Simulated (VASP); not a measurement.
# Os (P6_3/mmc) in VASP: further runs

Os is run at these levels: BLYP+D4, BLYP, revPBE+D4; tasks: single point, relaxation of cell and atoms.

Program: VASP 6.6.1. These are calculated values, not measurements. Logs are shortened: lines on timing, memory, paths and dates and some standing lists are left out, and cuts for length are marked.

**1. The cell of the first run**

Symmetry: P6_3/mmc, No. 194, hexagonal system. The conventional cell has a = 2.759 Å, b = 2.759 Å, c = 4.355 Å, α = 90.00°, β = 90.00°, γ = 120.00°. Os (site symmetry -6m2) has 12 Os at 2.70 to 2.76 Å within 3.6 Å.

**2. Single point, BLYP+D4**

INCAR reads:

```
PREC = Accurate
ENCUT = 520
EDIFF = 1E-7
ISMEAR = -1
SIGMA = 0.05
LREAL = False
LASPH = True
NELM = 100
ALGO = Normal
ISIF = 2
LWAVE = False
LCHARG = True
GGA = B5
ALDAX = 1.0
AGGAX = 1.0
AGGAC = 1.0
ALDAC = 0.0
IVDW = 13
VDW_S6 = 1.0
VDW_S8 = 2.34076671
VDW_A1 = 0.44488865
VDW_A2 = 4.0933009
LELF = True
LVHAR = True
NBANDS = 15
```

KPOINTS reads:

```
Automatic mesh
0
Gamma
  11 11 6
```

POSCAR reads:

```
Os
1.0
    2.7586430001      0.0000000000      0.0000000000
   -1.3793215000      2.3890549180      0.0000000000
    0.0000000000      0.0000000000      4.3552877178
Os
2
Direct
    0.6666666667      0.3333333333      0.7500000000
    0.3333333333      0.6666666667      0.2500000000
```

Potentials or basis: VASP PAW PBE potentials, release 64 (Os).

On the command line:

```sh
cat potpaw_PBE.64/Os/POTCAR > POTCAR
mpirun -np 1 vasp_std > vasp.out
```

OUTCAR:

```text
PREC = Accurate
   ENCUT = 520
   EDIFF = 1E-7
   ISMEAR = -1
   LREAL = False
   LASPH = True
   NELM = 100
   ISIF = 2
   GGA = B5
   IVDW = 13

 ion  position               nearest neighbor table
   1  0.667  0.333  0.750-   2 2.70   2 2.70   2 2.70   2 2.70   2 2.70   2 2.70
   2  0.333  0.667  0.250-   1 2.70   1 2.70   1 2.70   1 2.70   1 2.70   1 2.70

  LATTYP: Found a hexagonal cell.
 ALAT       =     2.7586430001
 C/A-ratio  =     1.5787790293

  Lattice vectors:

 A1 = (   2.7586430001,   0.0000000000,   0.0000000000)
 A2 = (  -1.3793215000,   2.3890549180,   0.0000000000)
 A3 = (   0.0000000000,   0.0000000000,   4.3552877178)

Analysis of symmetry for initial positions (statically):
=====================================================================
 Subroutine PRICEL returns:
 Original cell was already a primitive cell.

 Routine SETGRP: Setting up the symmetry group for a
 hexagonal supercell.

 Subroutine GETGRP returns: Found 24 space group operations
 (whereof 12 operations were pure point group operations)
 out of a pool of 24 trial point group operations.

The static configuration has the point symmetry D_3d.
 The point group associated with its full space group is D_6h.

Analysis of symmetry for dynamics (positions and initial velocities):
=====================================================================
 Subroutine PRICEL returns:
 Original cell was already a primitive cell.

 Routine SETGRP: Setting up the symmetry group for a
 hexagonal supercell.

 Subroutine GETGRP returns: Found 24 space group operations
 (whereof 12 operations were pure point group operations)
 out of a pool of 24 trial point group operations.

The dynamic configuration has the point symmetry D_3d.
 The point group associated with its full space group is D_6h.

 Subroutine INISYM returns: Found 24 space group operations
 (whereof 12 operations are pure point group operations),
 and found     1 'primitive' translations

----------------------------------------------------------------------------------------

                                     Primitive cell

  volume of cell :      28.7037

  direct lattice vectors                    reciprocal lattice vectors
     2.758643000  0.000000000  0.000000000     0.362497068  0.209287780  0.000000000
    -1.379321500  2.389054918  0.000000000     0.000000000  0.418575560  0.000000000
     0.000000000  0.000000000  4.355287718     0.000000000  0.000000000  0.229605956

  length of vectors
     2.758643000  2.758643000  4.355287718     0.418575560  0.418575560  0.229605956

  position of ions in fractional coordinates (direct lattice)
     0.666666667  0.333333333  0.750000000
     0.333333333  0.666666667  0.250000000

  ion indices of the primitive-cell ions
   primitive index   ion index
                 1           1
                 2           2

----------------------------------------------------------------------------------------

 KPOINTS: Automatic mesh

Automatic generation of k-mesh.
 Grid dimensions read from file:
 generate k-points for:   11   11    6

 Generating k-lattice:

  Cartesian coordinates                     Fractional coordinates (reciprocal lattice)
     0.032954279  0.019026162  0.000000000     0.090909091  0.000000000  0.000000000
     0.000000000  0.038052324  0.000000000     0.000000000  0.090909091  0.000000000
     0.000000000  0.000000000  0.038267659     0.000000000  0.000000000  0.166666667

  Length of vectors
     0.038052324  0.038052324  0.038267659

  Shift w.r.t. Gamma in fractional coordinates (k-lattice)
     0.000000000  0.000000000  0.000000000

 Subroutine IBZKPT returns following result:
 ===========================================

 Found     64 irreducible k-points:

 Following reciprocal coordinates:
            Coordinates               Weight
  0.000000  0.000000  0.000000      1.000000
  0.090909  0.000000  0.000000      6.000000
  0.181818 -0.000000  0.000000      6.000000
  0.272727  0.000000  0.000000      6.000000
  0.363636  0.000000  0.000000      6.000000
  0.454545  0.000000  0.000000      6.000000
[... 16 lines left out ...]
  0.090909  0.090909  0.166667     12.000000
  0.181818  0.090909  0.166667     24.000000
 [... further k-points ...]
   k-points           NKPTS =     64   k-points in BZ     NKDIM =     64   number of bands    NBANDS=     15
   number of dos      NEDOS =    301   number of ions     NIONS =      2
   total plane-waves  NPLWV =  18432
   dimension x,y,z NGX =    24 NGY =   24 NGZ =   32
   dimension x,y,z NGXF=    48 NGYF=   48 NGZF=   64
   ions per type =               2
   NGX,Y,Z   is equivalent  to a cutoff of  14.46, 14.46, 12.21 a.u.
   NGXF,Y,Z  is equivalent  to a cutoff of  28.93, 28.93, 24.43 a.u.
 SYSTEM =  unknown system
   PREC   = accura    normal or accurate (medium, high low for compatibility)
   ISTART =      0    job   : 0-new  1-cont  2-samecut
   ICHARG =      2    charge: 1-file 2-atom 10-const
   ISPIN  =      1    spin polarized calculation?
   LNONCOLLINEAR =      F non collinear calculations
   LSORBIT =      F    spin-orbit coupling
   LASPH  =      T    aspherical Exc in radial PAW
   ENCUT  =  520.0 eV  38.22 Ry    6.18 a.u.   5.13  5.13  8.10*2*pi/ulx,y,z
   NELM   =    100;   NELMIN=  2; NELMDL= -5     # of ELM steps
   EDIFF  = 0.1E-06   stopping-criterion for ELM
   LREAL  =      F    real-space projection
   EDIFFG = 0.1E-05   stopping-criterion for IOM
   NSW    =      0    number of steps for IOM
   IBRION =     -1    ionic relax: 0-MD 1-quasi-New 2-CG
   NFREE  =      0    steps in history (QN), initial steepest desc. (CG)
   ISIF   =      2    stress and relaxation
   ISYM   =      2    0-nonsym 1-usesym 2-fastsym
   POTIM  = 0.5000    time-step for ionic-motion
   TEBEG  =    0.0;   TEEND  =   0.0 temperature during run
   PSTRESS=    0.0 pullay stress
   NELECT =      16.0000    total number of electrons
   NUPDOWN=      -1.0000    fix difference up-down
   EMIN   =  10.00;   EMAX   =-10.00  energy-range for DOS
   EFERMI =   0.00;   METHOD = LEGACY
   ISMEAR =    -1;   SIGMA  =   0.05  broadening in eV -4-tet -1-fermi 0-gaus
   EFERMI_NEDOS =   21; number of points for ismear=-14 and -15
   IALGO  =     38    algorithm
   IMIX   =      4    mixing-type and parameters
     AMIX     =   0.40;   BMIX     =  1.00
     AMIX_MAG =   1.60;   BMIX_MAG =  1.00
  volume/ion in A,a.u.               =      14.35        96.85
  Fermi-wavevector in a.u.,A,eV,Ry     =   1.347314  2.546053 24.698026  1.815254
  Thomas-Fermi vector in A             =   2.475074
   LORBIT       =      0    0 simple, 1 ext, 2 COOP (PROOUT), +10 PAW based schemes
   GGA     = B5    functional components
   LHFCALC =     F    Hartree Fock is set to
   AEXX    =    0.0000 exact exchange contribution
   IVDW    =    13    specifies the selected vdW correction
   LEPSILON=     F    determine dielectric tensor
   LRPA    =     F    only Hartree local field effects (RPA)
 non-spin polarized calculation
  energy-cutoff  :      520.00
  volume of cell :       28.70
 maximum number of plane-waves:       796
 NGX is ok and might be reduce to    24
   NGX = 11   NGY = 11   NGZ = 17

 number of electron      15.9999999 magnetization

 Free energy of the ion-electron system (eV)
  ---------------------------------------------------
  ext. energy  EPLUGINS =         0.00000000
  ---------------------------------------------------
  free energy    TOTEN  =       -19.23698056 eV

  energy without entropy =      -19.22246467  energy(sigma->0) =      -19.22972261

 E-fermi :   9.6375     XC(G=0): -13.1986

 val. band max:        9.6096137990   @ k =   0.3636   0.0000   0.3333
 cond. band min:       9.6928329383   @ k =   0.2727   0.0000   0.0000
 fundamental gap:      0.0832191393
 Fermi energy:         9.6375428736

 k-point     1 :       0.0000    0.0000    0.0000
  band No.  band energies     occupation
      1      -0.8277      2.00000
      2       2.2054      2.00000
      3       6.7365      2.00000
      4       6.7365      2.00000
      5       6.9736      2.00000
      6       7.5342      2.00000
      7       7.5342      2.00000
      8       8.1436      2.00000
      9       8.1436      2.00000
     10      10.0417      0.00062
     11      11.2997      0.00000
     12      11.2997      0.00000
     13      18.5192      0.00000
     14      24.0758      0.00000
     15      26.6714      0.00000

 k-point     2 :       0.0909    0.0000    0.0000
  band No.  band energies     occupation
      1      -0.5039      2.00000
      2       2.4893      2.00000
      3       6.2110      2.00000
      4       7.0206      2.00000
      5       7.3180      2.00000
      6       7.4709      2.00000
      7       7.7253      2.00000
      8       7.7990      2.00000
      9       7.9264      2.00000
     10       8.8488      2.00000
     11      11.4468      0.00000
     12      13.0083      0.00000
     13      18.4833      0.00000
     14      24.7132      0.00000
     15      27.0764      0.00000

 k-point     3 :       0.1818   -0.0000    0.0000
  band No.  band energies     occupation
      1       0.3910      2.00000
      2       3.1530      2.00000
      3       5.6104      2.00000
      4       6.3733      2.00000
      5       6.9267      2.00000
      6       7.4341      2.00000
      7       7.8417      2.00000
      8       8.1711      2.00000
      9       8.1882      2.00000
     10       8.5577      2.00000
     11      11.7472      0.00000
     12      15.3708      0.00000
     13      18.3081      0.00000
     14      25.5170      0.00000
     15      27.2982      0.00000
[... 343 lines left out ...]
 k-point    23 :       0.0909    0.0909    0.1667
  band No.  band energies     occupation
      1       0.4118      2.00000
      2       3.0730      2.00000
      3       5.7381      2.00000
      4       6.1592      2.00000
      5       6.8413      2.00000
      6       7.1744      2.00000
      7       7.6806      2.00000
      8       7.9640      2.00000
      9       8.6676      2.00000
     10       8.7054      2.00000
     11      11.5548      0.00000
     12      13.6347      0.00000
     13      20.0634      0.00000
     14      25.2134      0.00000
     15      27.2070      0.00000

 k-point    24 :       0.1818    0.0909    0.1667
  band No.  band energies     occupation
      1       1.4200      2.00000
      2       3.7670      2.00000
      3       5.1526      2.00000
      4       5.3407      2.00000
      5       6.5065      2.00000
      6       7.0967      2.00000
      7       7.6773      2.00000
      8       8.5689      2.00000
      9       9.1610      1.99985
     10       9.5087      1.85869
     11      11.7071      0.00000
     12      15.1270      0.00000
     13      20.1001      0.00000
     14      24.7047      0.00000
     15      25.8311      0.00000

 [... further k-points ...]

------------------------ aborting loop because EDIFF is reached ----------------------------------------

  DFT-D4 for vdW energy calculation

  Edisp (eV):   -2.60715

  FORCE on cell =-STRESS in cart. coord.  units (eV):
  Direction    XX          YY          ZZ          XY          YZ          ZX
  --------------------------------------------------------------------------------------
  -------------------------------------------------------------------------------------
  Total       0.57678     0.57678     0.60773     0.00000     0.00000     0.00000
  in kB      32.19473    32.19473    33.92191     0.00000     0.00000     0.00000
  external pressure =       32.77 kB  Pullay stress =        0.00 kB

 VOLUME and BASIS-vectors are now :
 -----------------------------------------------------------------------------
  energy-cutoff  :      520.00
  volume of cell :       28.70
      direct lattice vectors                 reciprocal lattice vectors
     2.758643000  0.000000000  0.000000000     0.362497068  0.209287780  0.000000000
    -1.379321500  2.389054918  0.000000000     0.000000000  0.418575560  0.000000000
     0.000000000  0.000000000  4.355287718     0.000000000  0.000000000  0.229605956

 POSITION                                       TOTAL-FORCE (eV/Angst)
 -----------------------------------------------------------------------------------
      1.37932      0.79635      3.26647         0.000000      0.000000      0.000000
     -0.00000      1.59270      1.08882        -0.000000      0.000000      0.000000
 -----------------------------------------------------------------------------------
    total drift:                                0.000000     -0.000000     -0.000000

  FREE ENERGIE OF THE ION-ELECTRON SYSTEM (eV)
  ---------------------------------------------------
  free  energy   TOTEN  =       -21.8441301824 eV

  energy  without entropy=      -21.8296142894  energy(sigma->0) =      -21.83687224
```

It took 49 s on 1 thread of Intel Xeon 8259CL, shared host; peak memory 0.16 GiB.

Results:

| Item | Value |
| --- | --- |
| Free energy | -21.8441 eV |
| Pressure | 3.3 GPa |
| Band gap on the k mesh | zero (band 8 reaches 11.67 eV, above the bottom of band 9 at 7.93 eV) |
| Dispersion energy per atom | -1.304 eV |

Stress tensor (GPa, compression positive):
```
3.22 0.00 0.00
0.00 3.22 0.00
0.00 0.00 3.39
```

Caveat: the PAW data sets were made with another functional, which shifts forces and pressure a little; spin-orbit coupling is left out, which moves the levels of the heavy elements; pairwise dispersion overbinds metals, which lowers pressure and volume.

**3. Single point, BLYP**

This run uses another cell than the first one, of 14.91 Å³/atom, 1.039 times its volume.

INCAR reads:

```
PREC = Accurate ; ENCUT = 520
EDIFF = 1E-6 ; ISMEAR = -1
SIGMA = 0.05 ; LREAL = False
LASPH = True ; NELM = 80
ALGO = Normal ; ISIF = 2
LWAVE = False ; LCHARG = False
GGA = B5 ; ALDAX = 1.0
AGGAX = 1.0 ; AGGAC = 1.0
ALDAC = 0.0 ; NBANDS = 15
```

KPOINTS is that of step 2.

POSCAR reads:

```
Os
1.0
    2.7957848734      0.0000000000      0.0000000000
   -1.3978924367      2.4212207238      0.0000000000
    0.0000000000      0.0000000000      4.4048328729
Os
2
Direct
    0.6666666667      0.3333333333      0.7500000000
    0.3333333333      0.6666666667      0.2500000000
```

Potentials or basis: VASP PAW PBE potentials, release 64 (Os).

On the command line:

```sh
cat potpaw_PBE.64/Os/POTCAR > POTCAR
mpirun -np 1 vasp_std > vasp.out
```

Wall time 48 s (1 thread of Intel Xeon 8259CL, shared host); peak memory 0.17 GiB.

It converged, with:

| Quantity | Value |
| --- | --- |
| Free energy | -19.3058 eV |
| Pressure | 2.6 GPa |
| Band gap on the k mesh | zero (band 8 reaches 10.97 eV, above the bottom of band 9 at 7.44 eV) |

Stress tensor (GPa, compression positive):
```
2.54 0.00 0.00
0.00 2.54 0.00
0.00 0.00 2.72
```

Levels at points of the mesh, in eV from the Fermi level:
```
           k point  band 4  band 5  band 6  band 7  band 8  band 9  band 10  band 11  band 12  band 13
(0.00, 0.00, 0.00)   -2.74   -2.49   -1.99   -1.99   -1.43   -1.43     0.43     1.57     1.57     8.46
(0.00, 0.00, 0.50)   -3.17   -2.93   -2.93   -2.93   -2.93    0.82     0.82     0.82     0.82    14.08
```

Caveat: the PAW data sets were made with another functional, which shifts forces and pressure a little; spin-orbit coupling is left out, which moves the levels of the heavy elements.

**4. Relaxation of cell and atoms, BLYP+D4**

This run uses another cell than the first one, of 13.98 Å³/atom, 0.974 times its volume.

INCAR reads:

```
SYSTEM = Os
AGGAC = 1.0 ; AGGAX = 1.0
ALDAC = 0.0 ; ALDAX = 1.0
ALGO = Normal ; EDIFF = 1E-6
EDIFFG = -0.005 ; ENCUT = 600
GGA = B5 ; IBRION = 2
ISIF = 3 ; ISMEAR = -1
IVDW = 13 ; LASPH = .TRUE.
LCHARG = .FALSE. ; LREAL = .FALSE.
LWAVE = .FALSE. ; NELM = 60
NSW = 80 ; PREC = Accurate
SIGMA = 0.05 ; VDW_A1 = 0.44488865
VDW_A2 = 4.0933009 ; VDW_S6 = 1.0
VDW_S8 = 2.34076671
```

KPOINTS reads:

```
k-points
0
G
  11 11 6
  0 0 0
```

POSCAR reads:

```
Os
1.0
    2.7341000000      0.0000000000      0.0000000000
   -1.3670500000      2.3678000565      0.0000000000
    0.0000000000      0.0000000000      4.3197000000
Os
2
Direct
    0.6666666667      0.3333333333      0.7500000000
    0.3333333333      0.6666666667      0.2500000000
```

On the command line:

```sh
cat potpaw_PBE.64/Os/POTCAR > POTCAR
mpirun -np 1 vasp_std > vasp.out
```

It took 3.8 min on 1 thread of Intel Xeon 8259CL, shared host; peak memory 0.18 GiB.

It converged, with:

```
Free energy                            : -21.8458 eV
Relaxed volume                         : 14.47 Å³/atom
Relaxed cell                           : a = 2.766 Å, b = 2.766 Å, c = 4.367 Å, α = 90.00°, β = 90.00°, γ = 120.00°
Space group after relaxing (to 0.05 Å) : P6_3/mmc (No. 194)
Energy gained by relaxing              : 21.7 meV/atom
Ionic steps                            : 9
Pressure after relaxing                : 0.0 GPa
Band gap on the k mesh                 : zero (band 8 reaches 11.51 eV, above the bottom of band 9 at 7.82 eV)
Dispersion energy per atom             : -1.293 eV
```

The path:
```csv
step,energy change (eV),largest force (eV/Å),pressure (GPa),volume (Å³)
1,0.0000,0.0000,14.65,27.96
2,0.6008,0.0000,-39.33,33.47
3,-0.0430,0.0000,-0.94,29.01
4,-0.0433,0.0000,-0.05,28.95
5,-0.0432,0.0000,0.22,28.93
6,-0.0433,0.0000,0.19,28.93
7,-0.0433,0.0000,0.22,28.93
8,-0.0432,0.0000,-0.63,28.99
9,-0.0433,0.0000,0.02,28.94
```

Final structure:
```
Os
1.0
     2.76648    0.00000    0.00000
    -1.38324    2.39585    0.00000
     0.00000    0.00000    4.36692
Os
2
Direct
  0.66667 0.33333 0.75000
  0.33333 0.66667 0.25000
```

Levels at points of the mesh, in eV from the Fermi level:
```tsv
k point	band 4	band 5	band 6	band 7	band 8	band 9	band 10	band 11	band 12
(0.00, 0.00, 0.00)	-2.86	-2.63	-2.08	-2.08	-1.48	-1.48	0.40	1.64	1.64
(0.00, 0.00, 0.50)	-3.31	-3.06	-3.06	-3.06	-3.06	0.86	0.86	0.86	0.86
```

Caveat: the PAW data sets were made with another functional, which shifts forces and pressure a little; spin-orbit coupling is left out, which moves the levels of the heavy elements; pairwise dispersion overbinds metals, which lowers pressure and volume.

(Continued in part 2 of 2.)
